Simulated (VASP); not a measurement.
**Nb3Sn: single point with PBE**

Crystal: Nb3Sn.

```
Nb Sn
1.0
     5.31922    0.00000    0.00000
     0.00000    5.31922    0.00000
     0.00000    0.00000    5.31922
Nb Sn
6 2
Direct
  0.25000 0.00000 0.50000
  0.50000 0.75000 0.00000
  0.75000 0.00000 0.50000
  0.50000 0.25000 0.00000
  0.00000 0.50000 0.75000
  0.00000 0.50000 0.25000
  0.00000 0.00000 0.00000
  0.50000 0.50000 0.50000
```

```json
{
 "Program": "VASP 6.6.1",
 "Task": "single point",
 "Functional": "PBE",
 "Potentials or basis": "VASP PAW PBE potentials, release 64 (Nb_sv, Sn_d)",
 "Cutoff": "520 eV",
 "k mesh": "6 × 6 × 6",
 "Occupations": "fermi-dirac, width 0.1 eV",
 "Spin": "no spin polarisation"
}
```

```json
{"Pressure": "-0.2 GPa", "Band gap on the k mesh": "zero (band 53 reaches 11.34 eV, above the bottom of band 54 at 10.77 eV)"}
```

Levels at points of the mesh, in eV from the Fermi level:
```
           k point  band 50  band 51  band 52  band 53  band 54  band 55  band 56  band 57
(0.00, 0.00, 0.00)    -0.56    -0.56    -0.56    -0.09    -0.09     2.31     2.31     2.31
(0.50, 0.00, 0.00)    -1.00    -0.84    -0.84    -0.41    -0.41     1.45     1.45     2.12
(0.50, 0.50, 0.00)     0.06     0.14     0.16     0.16     0.55     0.58     0.58     0.72
(0.50, 0.50, 0.50)     0.02     0.02     0.02     0.08     0.08     0.08     0.08     0.08
```

Wall time 2.5 min on 1 thread of Intel(R) Xeon(R) Platinum 8259CL CPU @ 2.50GHz (Skylake/Cascade Lake), with other jobs on the host, peak memory 0.32 GiB.

Caveat: spin-orbit coupling is left out, which moves the levels of the heavy elements.
